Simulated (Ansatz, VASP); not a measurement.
# One calculation of Ti3S2, two programs

```xyz
5
Lattice="2.7131 1.5664 3.2376 -2.7131 1.5664 3.2376 0.0000 -3.1328 3.2376" Properties=species:S:1:pos:R:3 pbc="T T T"
Ti   -0.9107   -1.5555    3.2376
Ti    1.8024   -0.0109    3.2376
Ti   -0.8918    1.5664    3.2376
S     0.0000    0.0000    1.6302
S     0.0000    0.0000    8.0827
```

Alike in both runs: functional PBEsol; k mesh 6 × 6 × 6; occupations fermi-dirac, width 0.05 eV; no spin polarisation; Hubbard terms Ti d U = 5.0 eV.

|  | VASP | Ansatz |
| --- | --- | --- |
| version | VASP 6.6.1 | Ansatz 0.2.0 |
| potentials or method | VASP PAW PBE potentials, release 64 (Ti_sv, S) | Ansatz PAW |
| plane-wave cutoff (eV) | 520 | 420 |
| valence electrons in the cell | 48 | 48 |
| task | single point | projected density of states |

```csv
,VASP,Ansatz,Ansatz less VASP
gap on the k mesh at the Fermi level (eV),none,none,-
pressure (GPa),3.4,3.1,-0.36
"traceless stress, the component that is largest in VASP (GPa)",0.88,1.15,+0.264
rms of the force components (eV/Å),0.062,0.134,+0.0718
```

VASP's potentials were made for PBE, not for PBEsol. The programs project onto different local orbitals, so the same U acts differently, and such runs can settle in different states. Atom by atom the forces differ by 0.173 eV/Å (rms over components). A gap of «none» marks a metal or a gap that the smearing closes.
